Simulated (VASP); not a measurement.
# BP (I-4m2) in VASP: single point with PBE

Aim: the single point of BP with PBE.

Everything below comes from runs of VASP 6.6.1. Logs are shortened: lines on timing, memory, paths and dates and some standing lists are left out, and cuts for length are marked.

## 1. The cell of the first run

The structure is tetragonal, space group I-4m2 (No. 119). Conventional cell: a = 3.157 Å, b = 3.157 Å, c = 4.688 Å, α = 90.00°, β = 90.00°, γ = 90.00°. Within 2.6 Å of B (site symmetry -4m2) lie 4 P at 1.97 Å. P (site symmetry -4m2) has 4 B at 1.97 Å within 2.6 Å.

## 2. Single point, PBE

File INCAR:

```
SYSTEM = BP
PREC = Accurate
ENCUT = 520
EDIFF = 1E-6
ISMEAR = 0
SIGMA = 0.05
LREAL = .False.
LASPH = .True.
NELM = 80
ALGO = Normal
ISIF = 2
LWAVE = .False.
LCHARG = .False.
GGA = PE
NBANDS = 11
```

File KPOINTS:

```
regular mesh
0
Gamma
  12 12 12
  0 0 0
```

File POSCAR:

```
BP
1.0
    0.0000000000      2.2323968251      2.3440166664
    2.2323968251      0.0000000000      2.3440166664
    2.2323968251      2.2323968251      0.0000000000
B P
1 1
Direct
    0.0000000000      0.0000000000      0.0000000000
    0.7500000000      0.7500000000      0.7500000000
```

Potentials or basis: VASP PAW PBE potentials, release 64 (B, P).

On the command line:

```
cat potpaw_PBE.64/B/POTCAR potpaw_PBE.64/P/POTCAR > POTCAR
mpirun -np 1 vasp_std > vasp.out
```

OUTCAR:

```text
SYSTEM = BP
   PREC = Accurate
   ENCUT = 520
   EDIFF = 1E-6
   ISMEAR = 0
   LREAL = .False.
   LASPH = .True.
   NELM = 80
   ISIF = 2
   GGA = PE

 ion  position               nearest neighbor table
   1  0.000  0.000  0.000-   2 1.97   2 1.97   2 1.97   2 1.97
   2  0.750  0.750  0.750-   1 1.97   1 1.97   1 1.97   1 1.97

  LATTYP: Found a body centered tetragonal cell.
 ALAT       =     3.1570858667
 C/A-ratio  =     1.4849242405

  Lattice vectors:

 A1 = (  -2.2323968251,   0.0000000000,   2.3440166664)
 A2 = (   2.2323968251,   0.0000000000,   2.3440166664)
 A3 = (   0.0000000000,   2.2323968251,  -2.3440166664)

Analysis of symmetry for initial positions (statically):
=====================================================================
 Subroutine PRICEL returns:
 Original cell was already a primitive cell.

 Routine SETGRP: Setting up the symmetry group for a
 body centered tetragonal supercell.

 Subroutine GETGRP returns: Found  8 space group operations
 (whereof  8 operations were pure point group operations)
 out of a pool of 16 trial point group operations.

The static configuration has the point symmetry D_2d.

Analysis of symmetry for dynamics (positions and initial velocities):
=====================================================================
 Subroutine PRICEL returns:
 Original cell was already a primitive cell.

 Routine SETGRP: Setting up the symmetry group for a
 body centered tetragonal supercell.

 Subroutine GETGRP returns: Found  8 space group operations
 (whereof  8 operations were pure point group operations)
 out of a pool of 16 trial point group operations.

The dynamic configuration has the point symmetry D_2d.

 Subroutine INISYM returns: Found  8 space group operations
 (whereof  8 operations are pure point group operations),
 and found     1 'primitive' translations

----------------------------------------------------------------------------------------

                                     Primitive cell

  volume of cell :      23.3633

  direct lattice vectors                    reciprocal lattice vectors
     0.000000000  2.232396825  2.344016666    -0.223974517  0.223974517  0.213309064
     2.232396825  0.000000000  2.344016666     0.223974517 -0.223974517  0.213309064
     2.232396825  2.232396825  0.000000000     0.223974517  0.223974517 -0.213309064

  length of vectors
     3.236975396  3.236975396  3.157085867     0.381876845  0.381876845  0.381876845

  position of ions in fractional coordinates (direct lattice)
     0.000000000  0.000000000  0.000000000
     0.750000000  0.750000000  0.750000000

  ion indices of the primitive-cell ions
   primitive index   ion index
                 1           1
                 2           2

----------------------------------------------------------------------------------------

 KPOINTS: regular mesh

Automatic generation of k-mesh.
 Grid dimensions read from file:
 generate k-points for:   12   12   12

 Generating k-lattice:

  Cartesian coordinates                     Fractional coordinates (reciprocal lattice)
    -0.018664543  0.018664543  0.017775755     0.083333333  0.000000000  0.000000000
     0.018664543 -0.018664543  0.017775755     0.000000000  0.083333333  0.000000000
     0.018664543  0.018664543 -0.017775755     0.000000000  0.000000000  0.083333333

  Length of vectors
     0.031823070  0.031823070  0.031823070

  Shift w.r.t. Gamma in fractional coordinates (k-lattice)
     0.000000000  0.000000000  0.000000000

 Subroutine IBZKPT returns following result:
 ===========================================

 Found    163 irreducible k-points:

 Following reciprocal coordinates:
            Coordinates               Weight
  0.000000  0.000000  0.000000      1.000000
  0.083333 -0.000000  0.000000      8.000000
  0.166667  0.000000  0.000000      8.000000
  0.250000  0.000000  0.000000      8.000000
  0.333333  0.000000  0.000000      8.000000
  0.416667 -0.000000  0.000000      8.000000
[... 16 lines left out ...]
  0.500000  0.166667  0.000000      8.000000
 -0.416667  0.166667  0.000000      8.000000
 [... further k-points ...]
   k-points           NKPTS =    163   k-points in BZ     NKDIM =    163   number of bands    NBANDS=     11
   number of dos      NEDOS =    301   number of ions     NIONS =      2
   total plane-waves  NPLWV =  13824
   dimension x,y,z NGX =    24 NGY =   24 NGZ =   24
   dimension x,y,z NGXF=    48 NGYF=   48 NGZF=   48
   ions per type =               1   1
   NGX,Y,Z   is equivalent  to a cutoff of  12.33, 12.33, 12.64 a.u.
   NGXF,Y,Z  is equivalent  to a cutoff of  24.65, 24.65, 25.28 a.u.
 SYSTEM =  BP
   PREC   = accura    normal or accurate (medium, high low for compatibility)
   ISTART =      0    job   : 0-new  1-cont  2-samecut
   ICHARG =      2    charge: 1-file 2-atom 10-const
   ISPIN  =      1    spin polarized calculation?
   LNONCOLLINEAR =      F non collinear calculations
   LSORBIT =      F    spin-orbit coupling
   LASPH  =      T    aspherical Exc in radial PAW
   ENCUT  =  520.0 eV  38.22 Ry    6.18 a.u.   6.02  6.02  5.87*2*pi/ulx,y,z
   NELM   =     80;   NELMIN=  2; NELMDL= -5     # of ELM steps
   EDIFF  = 0.1E-05   stopping-criterion for ELM
   LREAL  =      F    real-space projection
   EDIFFG = 0.1E-04   stopping-criterion for IOM
   NSW    =      0    number of steps for IOM
   IBRION =     -1    ionic relax: 0-MD 1-quasi-New 2-CG
   NFREE  =      0    steps in history (QN), initial steepest desc. (CG)
   ISIF   =      2    stress and relaxation
   ISYM   =      2    0-nonsym 1-usesym 2-fastsym
   POTIM  = 0.5000    time-step for ionic-motion
   TEBEG  =    0.0;   TEEND  =   0.0 temperature during run
   PSTRESS=    0.0 pullay stress
   NELECT =       8.0000    total number of electrons
   NUPDOWN=      -1.0000    fix difference up-down
   EMIN   =  10.00;   EMAX   =-10.00  energy-range for DOS
   EFERMI =   0.00;   METHOD = LEGACY
   ISMEAR =     0;   SIGMA  =   0.05  broadening in eV -4-tet -1-fermi 0-gaus
   EFERMI_NEDOS =   21; number of points for ismear=-14 and -15
   IALGO  =     38    algorithm
   IMIX   =      4    mixing-type and parameters
     AMIX     =   0.40;   BMIX     =  1.00
     AMIX_MAG =   1.60;   BMIX_MAG =  1.00
  volume/ion in A,a.u.               =      11.68        78.83
  Fermi-wavevector in a.u.,A,eV,Ry     =   1.145320  2.164342 17.847562  1.311759
  Thomas-Fermi vector in A             =   2.282009
   LORBIT       =      0    0 simple, 1 ext, 2 COOP (PROOUT), +10 PAW based schemes
   GGA     = PE    functional components
   LHFCALC =     F    Hartree Fock is set to
   AEXX    =    0.0000 exact exchange contribution
   IVDW    =     0    specifies the selected vdW correction
   LEPSILON=     F    determine dielectric tensor
   LRPA    =     F    only Hartree local field effects (RPA)
 non-spin polarized calculation
 Gauss-broadening in eV      SIGMA  =   0.05
  energy-cutoff  :      520.00
  volume of cell :       23.36
 maximum number of plane-waves:       652
   NGX = 13   NGY = 13   NGZ = 11

 number of electron       8.0000001 magnetization

 Free energy of the ion-electron system (eV)
  ---------------------------------------------------
  ext. energy  EPLUGINS =         0.00000000
  ---------------------------------------------------
  free energy    TOTEN  =       -12.89837899 eV

  energy without entropy =      -12.89837899  energy(sigma->0) =      -12.89837899

 E-fermi :   7.8086     XC(G=0): -10.9102

 val. band max:        7.6065410158   @ k =   0.0000   0.0000   0.0000
 cond. band min:       8.4746877146   @ k =   0.4167   0.0000   0.4167
 fundamental gap:      0.8681466988
 Fermi energy:         7.8085955261

 k-point     1 :       0.0000    0.0000    0.0000
  band No.  band energies     occupation
      1      -8.0250      2.00000
      2       7.1004      2.00000
      3       7.6065      2.00000
      4       7.6065      2.00000
      5      10.7609      0.00000
      6      10.7609      0.00000
      7      11.0292      0.00000
      8      14.7633      0.00000
      9      18.8372      0.00000
     10      18.9937      0.00000
     11      20.2171      0.00000

 k-point     2 :       0.0833   -0.0000    0.0000
  band No.  band energies     occupation
      1      -7.8996      2.00000
      2       6.4168      2.00000
      3       7.1055      2.00000
      4       7.4047      2.00000
      5      11.0208      0.00000
      6      11.0635      0.00000
      7      11.3992      0.00000
      8      15.1311      0.00000
      9      18.4253      0.00000
     10      19.3681      0.00000
     11      19.6089      0.00000

 k-point     3 :       0.1667    0.0000    0.0000
  band No.  band energies     occupation
      1      -7.5265      2.00000
      2       4.5952      2.00000
      3       6.5710      2.00000
      4       6.9853      2.00000
      5      11.2768      0.00000
      6      11.7107      0.00000
      7      11.9525      0.00000
      8      16.0531      0.00000
      9      17.9531      0.00000
     10      18.7871      0.00000
     11      20.2229      0.00000

 k-point     4 :       0.2500    0.0000    0.0000
  band No.  band energies     occupation
      1      -6.9180      2.00000
      2       2.5935      2.00000
      3       6.0719      2.00000
      4       6.5732      2.00000
      5      11.2393      0.00000
      6      12.2644      0.00000
      7      12.3124      0.00000
      8      17.0126      0.00000
      9      18.2129      0.00000
     10      18.5870      0.00000
     11      20.5802      0.00000
[... 239 lines left out ...]
 k-point    22 :       0.4167    0.1667    0.0000
  band No.  band energies     occupation
      1      -5.4753      2.00000
      2       0.4893      2.00000
      3       4.0011      2.00000
      4       5.0947      2.00000
      5      10.8909      0.00000
      6      13.6213      0.00000
      7      14.4108      0.00000
      8      15.2122      0.00000
      9      20.1512      0.00000
     10      21.9505      0.00000
     11      22.5936      0.00000

 k-point    23 :       0.5000    0.1667    0.0000
  band No.  band energies     occupation
      1      -4.6199      2.00000
      2      -0.8493      2.00000
      3       3.5028      2.00000
      4       5.1932      2.00000
      5      11.0607      0.00000
      6      13.4850      0.00000
      7      14.0929      0.00000
      8      16.8862      0.00000
      9      19.8673      0.00000
     10      21.9288      0.00000
     11      23.3111      0.00000

 k-point    24 :      -0.4167    0.1667    0.0000
  band No.  band energies     occupation
      1      -4.3606      2.00000
      2      -1.1904      2.00000
      3       3.2003      2.00000
      4       5.4700      2.00000
      5      11.3620      0.00000
      6      13.3990      0.00000
      7      13.7268      0.00000
      8      17.9560      0.00000
      9      19.6549      0.00000
     10      20.1650      0.00000
     11      23.3029      0.00000

 [... further k-points ...]
[... 5 lines left out ...]
  --------------------------------------------------------------------------------------
  -------------------------------------------------------------------------------------
  Total        0.8034843      0.8034843     -1.2291200      0.0000000      0.0000000      0.0000000
  in kB       55.1003642     55.1003642    -84.2890929      0.0000000      0.0000000      0.0000000
  external PRESSURE =       8.6372118 kB  Pullay stress =       0.0000000 kB

 VOLUME and BASIS-vectors are now :
 -----------------------------------------------------------------------------
  energy-cutoff  :      520.00
  volume of cell :       23.36
      direct lattice vectors                 reciprocal lattice vectors
     0.000000000  2.232396825  2.344016666    -0.223974517  0.223974517  0.213309064
     2.232396825  0.000000000  2.344016666     0.223974517 -0.223974517  0.213309064
     2.232396825  2.232396825  0.000000000     0.223974517  0.223974517 -0.213309064

 POSITION                                       TOTAL-FORCE (eV/Angst)
 -----------------------------------------------------------------------------------
      0.00000      0.00000      0.00000         0.000000      0.000000     -0.000000
      3.34860      3.34860      3.51602        -0.000000      0.000000      0.000000
 -----------------------------------------------------------------------------------
    total drift:                               -0.000000     -0.000000     -0.000000

  FREE ENERGIE OF THE ION-ELECTRON SYSTEM (eV)
  ---------------------------------------------------
  free  energy   TOTEN  =       -12.8983789886 eV

  energy  without entropy=      -12.8983789886  energy(sigma->0) =      -12.89837899
```

Wall time 18 s (1 thread of AMD EPYC 9R45 (Zen 5), shared host); peak memory 0.13 GiB.

What came out:

* Free energy: -12.8984 eV
* Pressure: 0.9 GPa
* Band gap on the k mesh: 0.87 eV, indirect (least direct gap 3.15 eV)
